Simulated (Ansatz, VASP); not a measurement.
Al3BiO3: VASP beside Ansatz

```
Al Bi O
1.0
     6.55445    0.00000    0.05332
     0.00000    3.23989    0.00000
    -0.00659    0.00000    6.67396
Al Bi O
3 1 3
Direct
  0.16119 0.50000 0.45723
  0.38452 0.00000 0.12870
  0.79585 0.50000 0.15148
  0.13375 0.50000 0.88134
  0.65930 0.00000 0.11119
  0.28405 0.00000 0.38456
  0.91467 0.50000 0.37750
```

Change from the starting cell: species swapped into the Cd3AsI3 type (Pm, No. 6).

Alike in both runs: functional PBE; k mesh 6 × 10 × 6; occupations gaussian, width 0.1 eV; no spin polarisation.

Ansatz relaxed the structure, and its values are those at the end. VASP's run is a single point on that final structure, the one shown.

|  | VASP | Ansatz |
| --- | --- | --- |
| version | VASP 6.6.1 | Ansatz 0.2.0 |
| potentials or method | VASP PAW PBE potentials, release 64 (Al, Bi_d, O), cutoff 520 eV | scalar-relativistic, plane waves, PAW |
| valence electrons in the cell | 42 | 42 |

```tsv
	VASP	Ansatz	Ansatz less VASP
gap on the k mesh at the Fermi level (eV)	none	none	-
pressure (GPa)	0.0	0.0	+0.03
rms of the force components (eV/Å)	0.014	0.003	-0.0117
```

A gap of «none» marks a metal or a gap that the smearing closes. With one functional, cell and mesh, what is left measures potentials, basis and numerics.

Neither program's run includes spin-orbit coupling.
